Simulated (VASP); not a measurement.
# Pt (Fm-3m) in VASP: notebook

Pt is run at these levels: PBE; tasks: single point.

All numbers are computed with VASP 6.6.1; they aren't measurements. Logs are shortened: lines on timing, memory, paths and dates and some standing lists are left out, and cuts for length are marked.

### Step 1. The cell of the first run

It takes space group Fm-3m (No. 225, cubic). Conventional cell: a = 3.922 Å, b = 3.922 Å, c = 3.922 Å, α = 90.00°, β = 90.00°, γ = 90.00°. Within 3.7 Å of Pt (site symmetry m-3m) lie 12 Pt at 2.77 Å.

### Step 2. Single point, PBE

INCAR

```
SYSTEM = Pt
  PREC = Accurate
  ENCUT = 520
  EDIFF = 1E-6
  ISMEAR = 0
  SIGMA = 0.017
  LREAL = .FALSE.
  LASPH = .TRUE.
  NELM = 100
  ALGO = Fast
  ISIF = 2
  LWAVE = .FALSE.
  LCHARG = .FALSE.
  GGA = PE
  NBANDS = 11
```

KPOINTS

```
Automatic mesh
0
G
  12 12 12
  0 0 0
```

POSCAR

```
Pt
1.0
    0.0000000000      1.9609000000      1.9609000000
    1.9609000000      0.0000000000      1.9609000000
    1.9609000000      1.9609000000      0.0000000000
Pt
1
Direct
    0.0000000000      0.0000000000      0.0000000000
```

Potentials or basis: VASP PAW PBE potentials, release 64 (Pt).

Launch:

```
cat potpaw_PBE.64/Pt/POTCAR > POTCAR
mpirun -np 1 vasp_std > vasp.out
```

OUTCAR:

```text
SYSTEM = Pt
   PREC = Accurate
   ENCUT = 520
   EDIFF = 1E-6
   ISMEAR = 0
   LREAL = .FALSE.
   LASPH = .TRUE.
   NELM = 100
   ISIF = 2
   GGA = PE

 ion  position               nearest neighbor table
   1  0.000  0.000  0.000-

  LATTYP: Found a face centered cubic cell.
 ALAT       =     3.9218000000

  Lattice vectors:

 A1 = (   0.0000000000,   1.9609000000,   1.9609000000)
 A2 = (   1.9609000000,   0.0000000000,   1.9609000000)
 A3 = (   1.9609000000,   1.9609000000,   0.0000000000)

Analysis of symmetry for initial positions (statically):
=====================================================================
 Subroutine PRICEL returns:
 Original cell was already a primitive cell.

 Routine SETGRP: Setting up the symmetry group for a
 face centered cubic supercell.

 Subroutine GETGRP returns: Found 48 space group operations
 (whereof 48 operations were pure point group operations)
 out of a pool of 48 trial point group operations.

The static configuration has the point symmetry O_h .

Analysis of symmetry for dynamics (positions and initial velocities):
=====================================================================
 Subroutine PRICEL returns:
 Original cell was already a primitive cell.

 Routine SETGRP: Setting up the symmetry group for a
 face centered cubic supercell.

 Subroutine GETGRP returns: Found 48 space group operations
 (whereof 48 operations were pure point group operations)
 out of a pool of 48 trial point group operations.

The dynamic configuration has the point symmetry O_h .

 Subroutine INISYM returns: Found 48 space group operations
 (whereof 48 operations are pure point group operations),
 and found     1 'primitive' translations

----------------------------------------------------------------------------------------

                                     Primitive cell

  volume of cell :      15.0798

  direct lattice vectors                    reciprocal lattice vectors
     0.000000000  1.960900000  1.960900000    -0.254984956  0.254984956  0.254984956
     1.960900000  0.000000000  1.960900000     0.254984956 -0.254984956  0.254984956
     1.960900000  1.960900000  0.000000000     0.254984956  0.254984956 -0.254984956

  length of vectors
     2.773131374  2.773131374  2.773131374     0.441646899  0.441646899  0.441646899

  position of ions in fractional coordinates (direct lattice)
     0.000000000  0.000000000  0.000000000

  ion indices of the primitive-cell ions
   primitive index   ion index
                 1           1

----------------------------------------------------------------------------------------

 KPOINTS: Automatic mesh

Automatic generation of k-mesh.
 Grid dimensions read from file:
 generate k-points for:   12   12   12

 Generating k-lattice:

  Cartesian coordinates                     Fractional coordinates (reciprocal lattice)
    -0.021248746  0.021248746  0.021248746     0.083333333  0.000000000  0.000000000
     0.021248746 -0.021248746  0.021248746     0.000000000  0.083333333  0.000000000
     0.021248746  0.021248746 -0.021248746     0.000000000  0.000000000  0.083333333

  Length of vectors
     0.036803908  0.036803908  0.036803908

  Shift w.r.t. Gamma in fractional coordinates (k-lattice)
     0.000000000  0.000000000  0.000000000

 Subroutine IBZKPT returns following result:
 ===========================================

 Found     72 irreducible k-points:

 Following reciprocal coordinates:
            Coordinates               Weight
  0.000000  0.000000  0.000000      1.000000
  0.083333  0.000000  0.000000      8.000000
  0.166667  0.000000  0.000000      8.000000
  0.250000  0.000000  0.000000      8.000000
  0.333333  0.000000  0.000000      8.000000
  0.416667  0.000000  0.000000      8.000000
[... 16 lines left out ...]
  0.500000  0.166667  0.000000     24.000000
 -0.416667  0.166667  0.000000     24.000000
 [... further k-points ...]
   k-points           NKPTS =     72   k-points in BZ     NKDIM =     72   number of bands    NBANDS=     11
   number of dos      NEDOS =    301   number of ions     NIONS =      1
   total plane-waves  NPLWV =  13824
   dimension x,y,z NGX =    24 NGY =   24 NGZ =   24
   dimension x,y,z NGXF=    48 NGYF=   48 NGZF=   48
   ions per type =               1
   NGX,Y,Z   is equivalent  to a cutoff of  14.39, 14.39, 14.39 a.u.
   NGXF,Y,Z  is equivalent  to a cutoff of  28.78, 28.78, 28.78 a.u.
 SYSTEM =  Pt
   PREC   = accura    normal or accurate (medium, high low for compatibility)
   ISTART =      0    job   : 0-new  1-cont  2-samecut
   ICHARG =      2    charge: 1-file 2-atom 10-const
   ISPIN  =      1    spin polarized calculation?
   LNONCOLLINEAR =      F non collinear calculations
   LSORBIT =      F    spin-orbit coupling
   LASPH  =      T    aspherical Exc in radial PAW
   ENCUT  =  520.0 eV  38.22 Ry    6.18 a.u.   5.16  5.16  5.16*2*pi/ulx,y,z
   NELM   =    100;   NELMIN=  2; NELMDL= -5     # of ELM steps
   EDIFF  = 0.1E-05   stopping-criterion for ELM
   LREAL  =      F    real-space projection
   EDIFFG = 0.1E-04   stopping-criterion for IOM
   NSW    =      0    number of steps for IOM
   IBRION =     -1    ionic relax: 0-MD 1-quasi-New 2-CG
   NFREE  =      0    steps in history (QN), initial steepest desc. (CG)
   ISIF   =      2    stress and relaxation
   ISYM   =      2    0-nonsym 1-usesym 2-fastsym
   POTIM  = 0.5000    time-step for ionic-motion
   TEBEG  =    0.0;   TEEND  =   0.0 temperature during run
   PSTRESS=    0.0 pullay stress
   NELECT =      10.0000    total number of electrons
   NUPDOWN=      -1.0000    fix difference up-down
   EMIN   =  10.00;   EMAX   =-10.00  energy-range for DOS
   EFERMI =   0.00;   METHOD = LEGACY
   ISMEAR =     0;   SIGMA  =   0.02  broadening in eV -4-tet -1-fermi 0-gaus
   EFERMI_NEDOS =   21; number of points for ismear=-14 and -15
   IALGO  =     68    algorithm
   IMIX   =      4    mixing-type and parameters
     AMIX     =   0.40;   BMIX     =  1.00
     AMIX_MAG =   1.60;   BMIX_MAG =  1.00
  volume/ion in A,a.u.               =      15.08       101.76
  Fermi-wavevector in a.u.,A,eV,Ry     =   1.427609  2.697791 27.729605  2.038068
  Thomas-Fermi vector in A             =   2.547760
   LORBIT       =      0    0 simple, 1 ext, 2 COOP (PROOUT), +10 PAW based schemes
   GGA     = PE    functional components
   LHFCALC =     F    Hartree Fock is set to
   AEXX    =    0.0000 exact exchange contribution
   IVDW    =     0    specifies the selected vdW correction
   LEPSILON=     F    determine dielectric tensor
   LRPA    =     F    only Hartree local field effects (RPA)
 non-spin polarized calculation
 RMM-DIIS sequential band-by-band and
 Gauss-broadening in eV      SIGMA  =   0.02
  energy-cutoff  :      520.00
  volume of cell :       15.08
 maximum number of plane-waves:       419
 NGX is ok and might be reduce to    24
   NGX = 11   NGY = 11   NGZ = 11

 number of electron      10.0000000 magnetization

 Free energy of the ion-electron system (eV)
  ---------------------------------------------------
  ext. energy  EPLUGINS =         0.00000000
  ---------------------------------------------------
  free energy    TOTEN  =        -6.08313715 eV

  energy without entropy =       -6.08222002  energy(sigma->0) =       -6.08267859

 E-fermi :  11.2959     XC(G=0): -13.4889

 val. band max:       11.2919599964   @ k =  -0.4167   0.4167   0.1667
 cond. band min:      11.2988290603   @ k =   0.5000   0.4167   0.0833
 fundamental gap:      0.0068690639
 Fermi energy:        11.2959363989

 k-point     1 :       0.0000    0.0000    0.0000
  band No.  band energies     occupation
      1       1.0490      2.00000
      2       7.4878      2.00000
      3       7.4878      2.00000
      4       7.4878      2.00000
      5       9.6443      2.00000
      6       9.6443      2.00000
      7      25.9056      0.00000
      8      30.8718      0.00000
      9      30.8718      0.00000
     10      30.8718      0.00000
     11      36.2127      0.00000

 k-point     2 :       0.0833    0.0000    0.0000
  band No.  band energies     occupation
      1       1.3267      2.00000
      2       7.3669      2.00000
      3       7.5957      2.00000
      4       7.5957      2.00000
      5       9.5861      2.00000
      6       9.5861      2.00000
      7      26.3323      0.00000
      8      29.5455      0.00000
      9      31.2994      0.00000
     10      31.2994      0.00000
     11      37.5835      0.00000

 k-point     3 :       0.1667    0.0000    0.0000
  band No.  band energies     occupation
      1       2.0969      2.00000
      2       7.1254      2.00000
      3       7.8151      2.00000
      4       7.8151      2.00000
      5       9.5392      2.00000
      6       9.5392      2.00000
      7      27.1740      0.00000
      8      27.3347      0.00000
      9      32.4892      0.00000
     10      32.4892      0.00000
     11      36.2181      0.00000

 k-point     4 :       0.2500    0.0000    0.0000
  band No.  band energies     occupation
      1       3.0967      2.00000
      2       7.1355      2.00000
      3       7.8605      2.00000
      4       7.8605      2.00000
      5       9.8214      2.00000
      6       9.8214      2.00000
      7      24.5769      0.00000
      8      27.6473      0.00000
      9      33.9227      0.00000
     10      33.9227      0.00000
     11      34.7928      0.00000
[... 239 lines left out ...]
 k-point    22 :       0.4167    0.1667    0.0000
  band No.  band energies     occupation
      1       4.6196      2.00000
      2       6.8189      2.00000
      3       7.3546      2.00000
      4       8.3864      2.00000
      5      11.2526      1.99968
      6      11.8100      0.00000
      7      20.7246      0.00000
      8      27.2297      0.00000
      9      28.6223      0.00000
     10      30.4854      0.00000
     11      37.9625      0.00000

 k-point    23 :       0.5000    0.1667    0.0000
  band No.  band energies     occupation
      1       4.7046      2.00000
      2       6.8309      2.00000
      3       8.0804      2.00000
      4       8.1953      2.00000
      5      11.3805      0.00000
      6      13.7459      0.00000
      7      17.7380      0.00000
      8      26.4690      0.00000
      9      28.6974      0.00000
     10      29.1092      0.00000
     11      38.6022      0.00000

 k-point    24 :      -0.4167    0.1667    0.0000
  band No.  band energies     occupation
      1       4.7630      2.00000
      2       6.8448      2.00000
      3       8.1057      2.00000
      4       8.3946      2.00000
      5      10.9820      2.00000
      6      14.3050      0.00000
      7      17.3056      0.00000
      8      26.0858      0.00000
      9      28.1859      0.00000
     10      29.8221      0.00000
     11      38.1477      0.00000

 [... further k-points ...]
[... 5 lines left out ...]
  --------------------------------------------------------------------------------------
  -------------------------------------------------------------------------------------
  Total        0.9105253      0.9105253      0.9105253     -0.0000000      0.0000000      0.0000000
  in kB       96.7400375     96.7400375     96.7400375     -0.0000000      0.0000000      0.0000000
  external PRESSURE =      96.7400375 kB  Pullay stress =       0.0000000 kB

 VOLUME and BASIS-vectors are now :
 -----------------------------------------------------------------------------
  energy-cutoff  :      520.00
  volume of cell :       15.08
      direct lattice vectors                 reciprocal lattice vectors
     0.000000000  1.960900000  1.960900000    -0.254984956  0.254984956  0.254984956
     1.960900000  0.000000000  1.960900000     0.254984956 -0.254984956  0.254984956
     1.960900000  1.960900000  0.000000000     0.254984956  0.254984956 -0.254984956

 POSITION                                       TOTAL-FORCE (eV/Angst)
 -----------------------------------------------------------------------------------
      0.00000      0.00000      0.00000         0.000000      0.000000      0.000000
 -----------------------------------------------------------------------------------
    total drift:                                0.000000     -0.000000     -0.000000

  FREE ENERGIE OF THE ION-ELECTRON SYSTEM (eV)
  ---------------------------------------------------
  free  energy   TOTEN  =        -6.0831371474 eV

  energy  without entropy=       -6.0822200236  energy(sigma->0) =       -6.08267859
```

Wall time 5.4 s (1 thread of Intel Xeon 6975P-C (Granite Rapids), shared host); peak memory 0.14 GiB.

Results:

```yaml
Free_energy: -6.0831 eV
Pressure: 9.7 GPa
Band_gap_on_the_k_mesh: zero (band 5 reaches 11.78 eV, above the bottom of band 6 at 9.54 eV)
```

Caveat: spin-orbit coupling is left out, which moves the levels of the heavy elements.

### Step 3. Single point, PBE

INCAR

```
PREC = Accurate ; ENCUT = 520
EDIFF = 1E-6 ; ISMEAR = 0
SIGMA = 0.019000000000000003 ; LREAL = False
LASPH = True ; NELM = 60
ALGO = Normal ; ISIF = 2
LWAVE = False ; LCHARG = False
GGA = PE ; NBANDS = 11
```

KPOINTS

```
Automatic mesh
0
Gamma
  12 12 12
```

POSCAR is that of step 2.

Potentials or basis: VASP PAW PBE potentials, release 64 (Pt).

Launch:

```
cat potpaw_PBE.64/Pt/POTCAR > POTCAR
mpirun -np 1 vasp_std > vasp.out
```

Run time: 4.4 s. Hardware: 1 thread of Intel Xeon 6975P-C (Granite Rapids), shared host; peak memory 0.14 GiB.

It converged, with:

- Free energy: -6.0832 eV
- Pressure: 9.7 GPa
- Band gap on the k mesh: zero (band 5 reaches 11.78 eV, above the bottom of band 6 at 9.54 eV)

Levels at points of the mesh, in eV from the Fermi level:
| k point | band 3 | band 4 | band 5 | band 6 | band 7 | band 8 |
| --- | --- | --- | --- | --- | --- | --- |
| (0.00, 0.00, 0.00) | -3.81 | -3.81 | -1.65 | -1.65 | 14.61 | 19.58 |
| (0.50, 0.00, 0.00) | -3.87 | -0.50 | 0.02 | 0.02 | 5.82 | 14.18 |
| (0.50, 0.50, 0.00) | -0.01 | 0.48 | 0.48 | 1.75 | 8.86 | 11.37 |

Caveat: spin-orbit coupling is left out, which moves the levels of the heavy elements.
